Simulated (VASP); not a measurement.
# MgH2 (Fm-3m) in VASP: relaxation of cell and atoms with r2SCAN

Aim: the relaxation of cell and atoms of MgH2 with r2SCAN.

All numbers are computed with VASP 6.6.1; they aren't measurements. Logs are shortened: lines on timing, memory, paths and dates and some standing lists are left out, and cuts for length are marked.

## Step 1: The cell of the first run

It takes space group Fm-3m (No. 225, cubic). The conventional cell has a = 4.762 Å, b = 4.762 Å, c = 4.762 Å, α = 90.00°, β = 90.00°, γ = 90.00°. Mg (site symmetry m-3m) has 8 H at 2.06 Å within 2.7 Å. Within 2.7 Å of H (site symmetry -43m) lie 4 Mg at 2.06 Å and 6 H at 2.38 Å.

## Step 2: Relaxation of cell and atoms, r2SCAN, target pressure -2 GPa, at which the enthalpy is minimised

Contents of POSCAR:

```
MgH2
1.0
    0.0000000000      2.3810670000      2.3810670000
    2.3810670000      0.0000000000      2.3810670000
    2.3810670000      2.3810670000      0.0000000000
Mg H
1 2
Direct
    0.0000000000      0.0000000000      0.0000000000
    0.7500000000      0.7500000000      0.7500000000
    0.2500000000      0.2500000000      0.2500000000
```

Contents of INCAR.step1:

```
SYSTEM = MgH2
ALGO = Normal ; EDIFF = 1E-5
EDIFFG = -0.005 ; ENCUT = 920
GGA = PE ; GGA_COMPAT = .False.
IBRION = 2 ; ISIF = 3
ISMEAR = -1 ; LASPH = .True.
LCHARG = .False. ; LREAL = .False.
LWAVE = .True. ; NELM = 120
NELMIN = 4 ; NSW = 100
PREC = Accurate ; SIGMA = 0.1
```

Contents of INCAR.step2:

```
SYSTEM = MgH2
ALGO = Normal ; EDIFF = 1E-7
EDIFFG = -0.03 ; ENCUT = 920
GGA_COMPAT = .False. ; IBRION = 2
ISIF = 3 ; ISMEAR = -1
ISTART = 1 ; LASPH = .True.
LCHARG = .False. ; LMIXTAU = .True.
LREAL = .False. ; LWAVE = .False.
METAGGA = R2SCAN ; NELM = 120
NELMIN = 4 ; NSW = 80
PREC = Accurate ; PSTRESS = -20.0
SIGMA = 0.1
```

Contents of KPOINTS:

```
k-points
0
Gamma
  6 6 6
  0 0 0
```

Potentials or basis: VASP PAW PBE potentials, release 64 (Mg_sv, H).

The run is started by

```console
$ cat potpaw_PBE.64/Mg_sv/POTCAR potpaw_PBE.64/H/POTCAR > POTCAR
$ cp INCAR.step1 INCAR
$ mpirun -np 1 vasp_std > vasp.out
$ cp INCAR.step2 INCAR
$ mpirun -np 1 vasp_std > vasp.out
```

OUTCAR:

```text
SYSTEM = MgH2
   EDIFF = 1E-7
   EDIFFG = -0.03
   ENCUT = 920
   IBRION = 2
   ISIF = 3
   ISMEAR = -1
   ISTART = 1
   LASPH = .True.
   LREAL = .False.
   METAGGA = R2SCAN
   NELM = 120
   NELMIN = 4
   NSW = 80
   PREC = Accurate
   PSTRESS = -20.0

 ion  position               nearest neighbor table
   1  0.000  0.000  0.000-
   2  0.750  0.750  0.750-
   3  0.250  0.250  0.250-

  LATTYP: Found a face centered cubic cell.
 ALAT       =     4.7621340000

  Lattice vectors:

 A1 = (   0.0000000000,   2.3810670000,   2.3810670000)
 A2 = (   2.3810670000,   0.0000000000,   2.3810670000)
 A3 = (   2.3810670000,   2.3810670000,   0.0000000000)

Analysis of symmetry for initial positions (statically):
=====================================================================
 Subroutine PRICEL returns:
 Original cell was already a primitive cell.

 Routine SETGRP: Setting up the symmetry group for a
 face centered cubic supercell.

 Subroutine GETGRP returns: Found 48 space group operations
 (whereof 48 operations were pure point group operations)
 out of a pool of 48 trial point group operations.

The static configuration has the point symmetry O_h .

Analysis of symmetry for dynamics (positions and initial velocities):
=====================================================================
 Subroutine PRICEL returns:
 Original cell was already a primitive cell.

 Routine SETGRP: Setting up the symmetry group for a
 face centered cubic supercell.

 Subroutine GETGRP returns: Found 48 space group operations
 (whereof 48 operations were pure point group operations)
 out of a pool of 48 trial point group operations.

The dynamic configuration has the point symmetry O_h .

 Subroutine INISYM returns: Found 48 space group operations
 (whereof 48 operations are pure point group operations),
 and found     1 'primitive' translations

----------------------------------------------------------------------------------------

                                     Primitive cell

  volume of cell :      26.9988

  direct lattice vectors                    reciprocal lattice vectors
     0.000000000  2.381067000  2.381067000    -0.209989891  0.209989891  0.209989891
     2.381067000  0.000000000  2.381067000     0.209989891 -0.209989891  0.209989891
     2.381067000  2.381067000  0.000000000     0.209989891  0.209989891 -0.209989891

  length of vectors
     3.367337244  3.367337244  3.367337244     0.363713160  0.363713160  0.363713160

  position of ions in fractional coordinates (direct lattice)
     0.000000000  0.000000000  0.000000000
     0.750000000  0.750000000  0.750000000
     0.250000000  0.250000000  0.250000000

  ion indices of the primitive-cell ions
   primitive index   ion index
                 1           1
                 2           2
                 3           3

----------------------------------------------------------------------------------------

 KPOINTS: k-points

Automatic generation of k-mesh.
 Grid dimensions read from file:
 generate k-points for:    6    6    6

 Generating k-lattice:

  Cartesian coordinates                     Fractional coordinates (reciprocal lattice)
    -0.034998315  0.034998315  0.034998315     0.166666667  0.000000000  0.000000000
     0.034998315 -0.034998315  0.034998315     0.000000000  0.166666667  0.000000000
[... 57 lines left out ...]
   POTIM  = 0.5000    time-step for ionic-motion
   TEBEG  =    0.0;   TEEND  =   0.0 temperature during run
   PSTRESS=  -20.0 pullay stress
   NELECT =      12.0000    total number of electrons
   NUPDOWN=      -1.0000    fix difference up-down
   EMIN   =  10.00;   EMAX   =-10.00  energy-range for DOS
   EFERMI =   0.00;   METHOD = LEGACY
   ISMEAR =    -1;   SIGMA  =   0.10  broadening in eV -4-tet -1-fermi 0-gaus
   EFERMI_NEDOS =   21; number of points for ismear=-14 and -15
   IALGO  =     38    algorithm
   IMIX   =      4    mixing-type and parameters
     AMIX     =   0.40;   BMIX     =  1.00
     AMIX_MAG =   1.60;   BMIX_MAG =  1.00
  volume/ion in A,a.u.               =       9.00        60.73
  Fermi-wavevector in a.u.,A,eV,Ry     =   1.249358  2.360945 21.237278  1.560896
  Thomas-Fermi vector in A             =   2.383402
   LORBIT       =      0    0 simple, 1 ext, 2 COOP (PROOUT), +10 PAW based schemes
   METAGGA = R2SCAN    functional components
   LHFCALC =     F    Hartree Fock is set to
   AEXX    =    0.0000 exact exchange contribution
   IVDW    =     0    specifies the selected vdW correction
   LEPSILON=     F    determine dielectric tensor
   LRPA    =     F    only Hartree local field effects (RPA)
 conjugate gradient relaxation of ions
 non-spin polarized calculation
  energy-cutoff  :      920.00
  volume of cell :       27.00
 maximum number of plane-waves:      1724
 NGX is ok and might be reduce to    36
   NGX = 17   NGY = 17   NGZ = 17

--------------------------------------- Ionic step        1  -------------------------------------------

 number of electron      12.0000005 magnetization

 Free energy of the ion-electron system (eV)
  ---------------------------------------------------
  ext. energy  EPLUGINS =         0.00000000
  ---------------------------------------------------
  free energy    TOTEN  =       -11.56170806 eV

  energy without entropy =      -11.55769254  energy(sigma->0) =      -11.55970030

------------------------ aborting loop because EDIFF is reached ----------------------------------------

  FORCE on cell =-STRESS in cart. coord.  units (eV):
  Direction    XX          YY          ZZ          XY          YZ          ZX
  --------------------------------------------------------------------------------------
  -------------------------------------------------------------------------------------
  Total       -0.1865878     -0.1865878     -0.1865878      0.0000000     -0.0000000     -0.0000000
  in kB      -11.0725861    -11.0725861    -11.0725861      0.0000000     -0.0000000     -0.0000000
  external PRESSURE =       8.9274139 kB  Pullay stress =     -20.0000000 kB

 VOLUME and BASIS-vectors are now :
 -----------------------------------------------------------------------------
  energy-cutoff  :      920.00
  volume of cell :       27.00
      direct lattice vectors                 reciprocal lattice vectors
     0.000000000  2.381067000  2.381067000    -0.209989891  0.209989891  0.209989891
     2.381067000  0.000000000  2.381067000     0.209989891 -0.209989891  0.209989891
     2.381067000  2.381067000  0.000000000     0.209989891  0.209989891 -0.209989891

 POSITION                                       TOTAL-FORCE (eV/Angst)
 -----------------------------------------------------------------------------------
      0.00000      0.00000      0.00000         0.000000     -0.000000      0.000000
      3.57160      3.57160      3.57160        -0.000000     -0.000000     -0.000000
      1.19053      1.19053      1.19053         0.000000      0.000000      0.000000
 -----------------------------------------------------------------------------------
    total drift:                               -0.000000      0.000000     -0.000000

  FREE ENERGIE OF THE ION-ELECTRON SYSTEM (eV)
  ---------------------------------------------------
  free  energy   TOTEN  =       -11.5617080565 eV

  energy  without entropy=      -11.5576925375  energy(sigma->0) =      -11.55970030

  enthalpy is  TOTEN    =       -11.8987347170 eV   P V=       -0.3370266604

--------------------------------------- Ionic step        2  -------------------------------------------

 number of electron      12.0000003 magnetization

 Free energy of the ion-electron system (eV)
  ---------------------------------------------------
  ext. energy  EPLUGINS =         0.00000000
  ---------------------------------------------------
  free energy    TOTEN  =       -11.56008557 eV

  energy without entropy =      -11.55614445  energy(sigma->0) =      -11.55811501

 E-fermi :   2.6935     XC(G=0):  -9.5572

 val. band max:        2.3831058978   @ k =   0.1667   0.0000   0.0000
 cond. band min:       2.6964278288   @ k =   0.5000   0.5000   0.0000
 fundamental gap:      0.3133219309
 Fermi energy:         2.6935203497

 k-point     1 :       0.0000    0.0000    0.0000
  band No.  band energies     occupation
      1     -76.8590      2.00000
      2     -41.9588      2.00000
      3     -41.9588      2.00000
      4     -41.9588      2.00000
      5      -7.5684      2.00000
      6       3.5227      0.00050
      7      12.4282      0.00000
      8      12.4282      0.00000
      9      12.4282      0.00000
     10      15.6132      0.00000
[... 183 lines left out ...]
 k-point    16 :      -0.3333    0.5000    0.1667
  band No.  band energies     occupation
      1     -76.8575      2.00000
      2     -41.9739      2.00000
      3     -41.9683      2.00000
      4     -41.9655      2.00000
      5      -2.7121      2.00000
      6      -1.1269      2.00000
      7       3.4097      0.00155
      8       5.6264      0.00000
      9      10.4526      0.00000
     10      14.9259      0.00000

------------------------ aborting loop because EDIFF is reached ----------------------------------------

  FORCE on cell =-STRESS in cart. coord.  units (eV):
  Direction    XX          YY          ZZ          XY          YZ          ZX
  --------------------------------------------------------------------------------------
  -------------------------------------------------------------------------------------
  Total       -0.2574003     -0.2574003     -0.2574003      0.0000000     -0.0000000      0.0000000
  in kB      -15.1644489    -15.1644489    -15.1644489      0.0000000     -0.0000000      0.0000000
  external PRESSURE =       4.8355511 kB  Pullay stress =     -20.0000000 kB

 VOLUME and BASIS-vectors are now :
 -----------------------------------------------------------------------------
  energy-cutoff  :      920.00
  volume of cell :       27.20
      direct lattice vectors                 reciprocal lattice vectors
     0.000000000  2.386827252  2.386827252    -0.209483112  0.209483112  0.209483112
     2.386827252 -0.000000000  2.386827252     0.209483112 -0.209483112  0.209483112
     2.386827252  2.386827252 -0.000000000     0.209483112  0.209483112 -0.209483112

 POSITION                                       TOTAL-FORCE (eV/Angst)
 -----------------------------------------------------------------------------------
      2.38683      4.77365      2.38683         0.000000      0.000000      0.000000
      3.58024      3.58024      3.58024        -0.000000     -0.000000      0.000000
      1.19341      1.19341      1.19341         0.000000      0.000000     -0.000000
 -----------------------------------------------------------------------------------
    total drift:                                0.000000      0.000000      0.000000

  FREE ENERGIE OF THE ION-ELECTRON SYSTEM (eV)
  ---------------------------------------------------
  free  energy   TOTEN  =       -11.5600855698 eV

  energy  without entropy=      -11.5561444504  energy(sigma->0) =      -11.55811501

  enthalpy is  TOTEN    =       -11.8995641463 eV   P V=       -0.3394785765

 reached required accuracy - stopping structural energy minimisation
```

It took 1.8 min on 1 thread of AMD EPYC 7R13 (Zen 3), shared host; peak memory 0.18 GiB.

Results:

```yaml
Free_energy: -11.5601 eV
Relaxed_volume: 9.07 Å³/atom
Relaxed_cell: a = 3.375 Å, b = 3.375 Å, c = 3.375 Å, α = 60.00°, β = 60.00°, γ = 60.00°
Space_group_after_relaxing_to_0.1_Å: Fm-3m (No. 225)
Energy_change_on_relaxing_the_run_minimises_the_enthalpy: +0.5 meV/atom
Ionic_steps: 2
Pressure_after_relaxing: -1.5 GPa
Band_gap_on_the_k_mesh: zero (bands 6 and 7 overlap by 0.83 eV)
```

The path:
```tsv
step	energy change (eV)	largest force (eV/Å)	pressure (GPa)	volume (Å³)
1	0.0000	0.0000	-1.11	27.00
2	0.0016	0.0000	-1.52	27.20
```

Final structure:
```yaml
crystal:
  lattice:
    - [0.00000, 2.38683, 2.38683]
    - [2.38683, 0.00000, 2.38683]
    - [2.38683, 2.38683, 0.00000]
  atoms:
    - { symbol: Mg, position: [0.00000, 0.00000, 0.00000] }
    - { symbol: H, position: [0.75000, 0.75000, 0.75000] }
    - { symbol: H, position: [0.25000, 0.25000, 0.25000] }
```

Caveat: the k points lie up to 0.38 Å⁻¹ apart in the final cell, too coarse for converged energies and pressures of a metal; the cell is relaxed towards a set pressure, so the run minimises the enthalpy, not the energy; the PAW data sets were made with another functional, which shifts forces and pressure a little.

The gap in the log of VASP goes by the Fermi energy; the results here count the filled bands.